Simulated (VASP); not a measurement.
# NaF (I4/mmm) in VASP: further runs

NaF is run at these levels: PBE; tasks: single point.

Everything below comes from runs of VASP 6.6.1. Logs are shortened: lines on timing, memory, paths and dates and some standing lists are left out, and cuts for length are marked.

## 1. The cell of the first run

Symmetry: I4/mmm, No. 139, tetragonal system. Conventional cell: a = 3.688 Å, b = 3.688 Å, c = 3.688 Å, α = 90.00°, β = 90.00°, γ = 90.00°. Na (site symmetry 4/mmm) has 2 F at 1.84 Å within 2.4 Å. Within 2.4 Å of F (site symmetry 4/mmm) lie 2 Na at 1.84 Å.

## 2. Single point, PBE

INCAR

```
SYSTEM = NaF
PREC = Accurate ; ENCUT = 1130
EDIFF = 1E-6 ; ISMEAR = 0
SIGMA = 0.05 ; LREAL = .False.
LASPH = .True. ; NELM = 120
ALGO = Normal ; ISIF = 2
LWAVE = .False. ; LCHARG = .False.
GGA = PE ; NBANDS = 15
GGA_COMPAT = .False.
```

KPOINTS

```
Automatic mesh
0
Gamma
  10 10 10
  0 0 0
```

POSCAR

```
NaF
1.0
    0.0000000000      2.6079473600      1.8438187835
    2.6079473600      0.0000000000      1.8438187835
    2.6079473600      2.6079473600      0.0000000000
Na F
1 1
Direct
    0.0000000000      0.0000000000      0.0000000000
    0.5000000000      0.5000000000      0.5000000000
```

Potentials or basis: VASP PAW PBE potentials, release 64 (Na_sv, F).

Launch:

```sh
$ cat potpaw_PBE.64/Na_sv/POTCAR potpaw_PBE.64/F/POTCAR > POTCAR
$ mpirun -np 1 vasp_std > vasp.out
```

OUTCAR:

```text
SYSTEM = NaF
   PREC = Accurate
   ENCUT = 1130
   EDIFF = 1E-6
   ISMEAR = 0
   LREAL = .False.
   LASPH = .True.
   NELM = 120
   ISIF = 2
   GGA = PE

 ion  position               nearest neighbor table
   1  0.000  0.000  0.000-   2 1.84   2 1.84
   2  0.500  0.500  0.500-   1 1.84   1 1.84

  LATTYP: Found a body centered tetragonal cell.
 ALAT       =     3.6881945265
 C/A-ratio  =     0.9998489886

  Lattice vectors:

 A1 = (   0.0000000000,  -2.6079473600,  -1.8438187835)
 A2 = (   0.0000000000,   2.6079473600,  -1.8438187835)
 A3 = (   2.6079473600,   0.0000000000,   1.8438187835)

Analysis of symmetry for initial positions (statically):
=====================================================================
 Subroutine PRICEL returns:
 Original cell was already a primitive cell.

 Routine SETGRP: Setting up the symmetry group for a
 body centered tetragonal supercell.

 Subroutine GETGRP returns: Found 16 space group operations
 (whereof 16 operations were pure point group operations)
 out of a pool of 16 trial point group operations.

The static configuration has the point symmetry D_4h.

Analysis of symmetry for dynamics (positions and initial velocities):
=====================================================================
 Subroutine PRICEL returns:
 Original cell was already a primitive cell.

 Routine SETGRP: Setting up the symmetry group for a
 body centered tetragonal supercell.

 Subroutine GETGRP returns: Found 16 space group operations
 (whereof 16 operations were pure point group operations)
 out of a pool of 16 trial point group operations.

The dynamic configuration has the point symmetry D_4h.

 Subroutine INISYM returns: Found 16 space group operations
 (whereof 16 operations are pure point group operations),
 and found     1 'primitive' translations

----------------------------------------------------------------------------------------

                                     Primitive cell

  volume of cell :      25.0811

  direct lattice vectors                    reciprocal lattice vectors
     0.000000000  2.607947360  1.843818783    -0.191721661  0.191721661  0.271176324
     2.607947360  0.000000000  1.843818783     0.191721661 -0.191721661  0.271176324
     2.607947360  2.607947360  0.000000000     0.191721661  0.191721661 -0.271176324

  length of vectors
     3.193909382  3.193909382  3.688194526     0.383472280  0.383472280  0.383472280

  position of ions in fractional coordinates (direct lattice)
     0.000000000  0.000000000  0.000000000
     0.500000000  0.500000000  0.500000000

  ion indices of the primitive-cell ions
   primitive index   ion index
                 1           1
                 2           2

----------------------------------------------------------------------------------------

 KPOINTS: Automatic mesh

Automatic generation of k-mesh.
 Grid dimensions read from file:
 generate k-points for:   10   10   10

 Generating k-lattice:

  Cartesian coordinates                     Fractional coordinates (reciprocal lattice)
    -0.019172166  0.019172166  0.027117632     0.100000000  0.000000000  0.000000000
     0.019172166 -0.019172166  0.027117632     0.000000000  0.100000000  0.000000000
     0.019172166  0.019172166 -0.027117632     0.000000000  0.000000000  0.100000000

  Length of vectors
     0.038347228  0.038347228  0.038347228

  Shift w.r.t. Gamma in fractional coordinates (k-lattice)
     0.000000000  0.000000000  0.000000000

 Subroutine IBZKPT returns following result:
 ===========================================

 Found    102 irreducible k-points:

 Following reciprocal coordinates:
            Coordinates               Weight
  0.000000  0.000000  0.000000      1.000000
  0.100000 -0.000000  0.000000      8.000000
  0.200000 -0.000000  0.000000      8.000000
  0.300000  0.000000  0.000000      8.000000
  0.400000 -0.000000  0.000000      8.000000
  0.500000 -0.000000  0.000000      4.000000
[... 16 lines left out ...]
  0.300000  0.300000  0.000000      2.000000
  0.400000  0.300000  0.000000      8.000000
 [... further k-points ...]
   k-points           NKPTS =    102   k-points in BZ     NKDIM =    102   number of bands    NBANDS=     15
   number of dos      NEDOS =    301   number of ions     NIONS =      2
   total plane-waves  NPLWV =  51840
   dimension x,y,z NGX =    36 NGY =   36 NGZ =   40
   dimension x,y,z NGXF=    72 NGYF=   72 NGZF=   80
   ions per type =               1   1
   NGX,Y,Z   is equivalent  to a cutoff of  18.74, 18.74, 18.03 a.u.
   NGXF,Y,Z  is equivalent  to a cutoff of  37.48, 37.48, 36.06 a.u.
 SYSTEM =  NaF
   PREC   = accura    normal or accurate (medium, high low for compatibility)
   ISTART =      0    job   : 0-new  1-cont  2-samecut
   ICHARG =      2    charge: 1-file 2-atom 10-const
   ISPIN  =      1    spin polarized calculation?
   LNONCOLLINEAR =      F non collinear calculations
   LSORBIT =      F    spin-orbit coupling
   LASPH  =      T    aspherical Exc in radial PAW
   ENCUT  = 1130.0 eV  83.05 Ry    9.11 a.u.   8.75  8.75 10.11*2*pi/ulx,y,z
   NELM   =    120;   NELMIN=  2; NELMDL= -5     # of ELM steps
   EDIFF  = 0.1E-05   stopping-criterion for ELM
   LREAL  =      F    real-space projection
   EDIFFG = 0.1E-04   stopping-criterion for IOM
   NSW    =      0    number of steps for IOM
   IBRION =     -1    ionic relax: 0-MD 1-quasi-New 2-CG
   NFREE  =      0    steps in history (QN), initial steepest desc. (CG)
   ISIF   =      2    stress and relaxation
   ISYM   =      2    0-nonsym 1-usesym 2-fastsym
   POTIM  = 0.5000    time-step for ionic-motion
   TEBEG  =    0.0;   TEEND  =   0.0 temperature during run
   PSTRESS=    0.0 pullay stress
   NELECT =      16.0000    total number of electrons
   NUPDOWN=      -1.0000    fix difference up-down
   EMIN   =  10.00;   EMAX   =-10.00  energy-range for DOS
   EFERMI =   0.00;   METHOD = LEGACY
   ISMEAR =     0;   SIGMA  =   0.05  broadening in eV -4-tet -1-fermi 0-gaus
   EFERMI_NEDOS =   21; number of points for ismear=-14 and -15
   IALGO  =     38    algorithm
   IMIX   =      4    mixing-type and parameters
     AMIX     =   0.40;   BMIX     =  1.00
     AMIX_MAG =   1.60;   BMIX_MAG =  1.00
  volume/ion in A,a.u.               =      12.54        84.63
  Fermi-wavevector in a.u.,A,eV,Ry     =   1.409287  2.663167 27.022404  1.986091
  Thomas-Fermi vector in A             =   2.531359
   LORBIT       =      0    0 simple, 1 ext, 2 COOP (PROOUT), +10 PAW based schemes
   GGA     = PE    functional components
   LHFCALC =     F    Hartree Fock is set to
   AEXX    =    0.0000 exact exchange contribution
   IVDW    =     0    specifies the selected vdW correction
   LEPSILON=     F    determine dielectric tensor
   LRPA    =     F    only Hartree local field effects (RPA)
 non-spin polarized calculation
 Gauss-broadening in eV      SIGMA  =   0.05
  energy-cutoff  :     1130.00
  volume of cell :       25.08
 maximum number of plane-waves:      2214
   NGX = 17   NGY = 17   NGZ = 21

 number of electron      15.9999997 magnetization

 Free energy of the ion-electron system (eV)
  ---------------------------------------------------
  ext. energy  EPLUGINS =         0.00000000
  ---------------------------------------------------
  free energy    TOTEN  =        -7.59347834 eV

  energy without entropy =       -7.59347834  energy(sigma->0) =       -7.59347834

 E-fermi :  -1.2753     XC(G=0):  -8.8848

 val. band max:       -1.5166505213   @ k =   0.0000   0.0000   0.0000
 cond. band min:       4.2591116122   @ k =   0.0000   0.0000   0.0000
 fundamental gap:      5.7757621335
 Fermi energy:        -1.2752996645

 k-point     1 :       0.0000    0.0000    0.0000
  band No.  band energies     occupation
      1     -48.4506      2.00000
      2     -21.0222      2.00000
      3     -20.4345      2.00000
      4     -20.3365      2.00000
      5     -20.3365      2.00000
      6      -1.8045      2.00000
      7      -1.8045      2.00000
      8      -1.5167      2.00000
      9       4.2591      0.00000
     10      17.7648      0.00000
     11      17.7648      0.00000
     12      17.7926      0.00000
     13      19.9536      0.00000
     14      21.4299      0.00000
     15      22.9179      0.00000

 k-point     2 :       0.1000   -0.0000    0.0000
  band No.  band energies     occupation
      1     -48.4489      2.00000
      2     -21.3275      2.00000
      3     -20.3437      2.00000
      4     -20.3406      2.00000
      5     -20.0835      2.00000
      6      -1.9359      2.00000
      7      -1.8482      2.00000
      8      -1.6219      2.00000
      9       4.6087      0.00000
     10      16.8779      0.00000
     11      17.4669      0.00000
     12      17.9240      0.00000
     13      19.1323      0.00000
     14      22.4226      0.00000
     15      23.6090      0.00000

 k-point     3 :       0.2000   -0.0000    0.0000
  band No.  band energies     occupation
      1     -48.4445      2.00000
      2     -21.7374      2.00000
      3     -20.3540      2.00000
      4     -20.3514      2.00000
      5     -19.5604      2.00000
      6      -2.3390      2.00000
      7      -1.9606      2.00000
      8      -1.7803      2.00000
      9       5.5195      0.00000
     10      14.8790      0.00000
     11      16.8552      0.00000
     12      18.3000      0.00000
     13      19.3642      0.00000
     14      22.0910      0.00000
     15      25.2684      0.00000
[... 343 lines left out ...]
 k-point    23 :       0.3000    0.3000    0.0000
  band No.  band energies     occupation
      1     -48.4302      2.00000
      2     -22.2333      2.00000
      3     -20.4011      2.00000
      4     -20.4011      2.00000
      5     -18.7739      2.00000
      6      -2.7803      2.00000
      7      -2.3495      2.00000
      8      -2.3495      2.00000
      9       8.4847      0.00000
     10      11.3901      0.00000
     11      15.7701      0.00000
     12      15.7701      0.00000
     13      21.7084      0.00000
     14      22.1146      0.00000
     15      26.7600      0.00000

 k-point    24 :       0.4000    0.3000    0.0000
  band No.  band energies     occupation
      1     -48.4279      2.00000
      2     -22.0107      2.00000
      3     -20.4166      2.00000
      4     -20.4162      2.00000
      5     -19.0738      2.00000
      6      -2.7129      2.00000
      7      -2.4252      2.00000
      8      -2.3773      2.00000
      9       9.8521      0.00000
     10      10.5812      0.00000
     11      15.6041      0.00000
     12      15.6539      0.00000
     13      20.2061      0.00000
     14      22.7006      0.00000
     15      26.6701      0.00000

 [... further k-points ...]

------------------------ aborting loop because EDIFF is reached ----------------------------------------

  FORCE on cell =-STRESS in cart. coord.  units (eV):
  Direction    XX          YY          ZZ          XY          YZ          ZX
  --------------------------------------------------------------------------------------
  -------------------------------------------------------------------------------------
  Total       -0.3386212     -0.3386212     11.1962495      0.0000000     -0.0000000      0.0000000
  in kB      -21.6311152    -21.6311152    715.2160931      0.0000000     -0.0000000      0.0000000
  external PRESSURE =     223.9846209 kB  Pullay stress =       0.0000000 kB

 VOLUME and BASIS-vectors are now :
 -----------------------------------------------------------------------------
  energy-cutoff  :     1130.00
  volume of cell :       25.08
      direct lattice vectors                 reciprocal lattice vectors
     0.000000000  2.607947360  1.843818783    -0.191721661  0.191721661  0.271176324
     2.607947360  0.000000000  1.843818783     0.191721661 -0.191721661  0.271176324
     2.607947360  2.607947360  0.000000000     0.191721661  0.191721661 -0.271176324

 POSITION                                       TOTAL-FORCE (eV/Angst)
 -----------------------------------------------------------------------------------
      0.00000      0.00000      0.00000        -0.000000      0.000000      0.000000
      2.60795      2.60795      1.84382         0.000000      0.000000      0.000000
 -----------------------------------------------------------------------------------
    total drift:                                0.000000      0.000000      0.000000

  FREE ENERGIE OF THE ION-ELECTRON SYSTEM (eV)
  ---------------------------------------------------
  free  energy   TOTEN  =        -7.5934783434 eV

  energy  without entropy=       -7.5934783434  energy(sigma->0) =       -7.59347834
```

Wall time 74 s (1 thread of Intel Xeon Platinum 8375C at 2.90GHz (Ice Lake), shared host); peak memory 0.27 GiB.

What came out:

```
Free energy            : -7.5935 eV
Pressure               : 22.4 GPa
Band gap on the k mesh : 5.78 eV
```

Stress tensor (GPa, compression positive):
```
-2.16  0.00  0.00
 0.00 -2.16  0.00
 0.00  0.00 71.52
```

Caveat: the stress differs along the axes, from -2 to 72 GPa.

## 3. Single point, PBE

This run uses another cell than the first one, of the same volume but with other edges.

INCAR

```
SYSTEM = NaF
PREC     = Accurate       ! precision mode
ENCUT    = 1130           ! plane-wave cutoff, eV
EDIFF    = 1E-6           ! SCF threshold, eV
ISMEAR   = 0              ! smearing method
SIGMA    = 0.05           ! smearing width, eV
LREAL    = .False.        ! projectors in reciprocal space
LASPH    = .True.         ! aspherical terms in the spheres
NELM     = 120            ! most SCF steps
ALGO     = Normal         ! electronic algorithm
ISIF     = 2              ! what is computed and relaxed
LWAVE    = .False.        ! write WAVECAR
LCHARG   = .True.         ! write CHGCAR
GGA      = PE             ! functional
LELF     = .True.         ! ELF
LVHAR    = .True.       
NBANDS   = 15             ! bands
GGA_COMPAT= .False.
```

KPOINTS

```
regular mesh
0
Gamma
  10 10 10
  0 0 0
```

POSCAR

```
NaF
1.0
    0.0000000000      2.6820539337      1.7433350569
    2.6820539337      0.0000000000      1.7433350569
    2.6820539337      2.6820539337      0.0000000000
Na F
1 1
Direct
    0.0000000000      0.0000000000      0.0000000000
    0.5000000000      0.5000000000      0.5000000000
```

Potentials or basis: VASP PAW PBE potentials, release 64 (Na_sv, F).

Launch:

```sh
$ cat potpaw_PBE.64/Na_sv/POTCAR potpaw_PBE.64/F/POTCAR > POTCAR
$ mpirun -np 1 vasp_std > vasp.out
```

It took 50 s on 1 thread of AMD EPYC 9R45 (Zen 5), shared host; peak memory 0.24 GiB.

Results (log left out):

```yaml
Free_energy: -6.7646 eV
Pressure: 37.3 GPa
Band_gap_on_the_k_mesh: 5.30 eV
```

Stress tensor (GPa, compression positive):
```
 -1.99   0.00   0.00
  0.00  -1.99   0.00
  0.00   0.00 115.99
```

Levels at points of the mesh, in eV from the valence-band top:
```tsv
k point	band 4	band 5	band 6	band 7	band 8	band 9	band 10	band 11	band 12	band 13
(0.00, 0.00, 0.00)	-18.94	-18.94	-0.66	-0.66	0.00	5.30	18.04	19.51	19.51	22.17
(0.50, 0.00, 0.00)	-18.98	-16.74	-2.06	-1.15	-0.94	10.20	11.60	16.67	20.06	20.87
(0.50, 0.50, 0.00)	-19.06	-19.06	-1.44	-1.44	-0.51	10.42	16.07	16.07	16.09	17.10
(0.50, 0.00, 0.50)	-19.10	-18.93	-2.04	-0.66	-0.21	10.70	11.86	15.98	20.63	23.40
```

Caveat: the stress differs along the axes, from -2 to 116 GPa. A k mesh can miss the band edges.
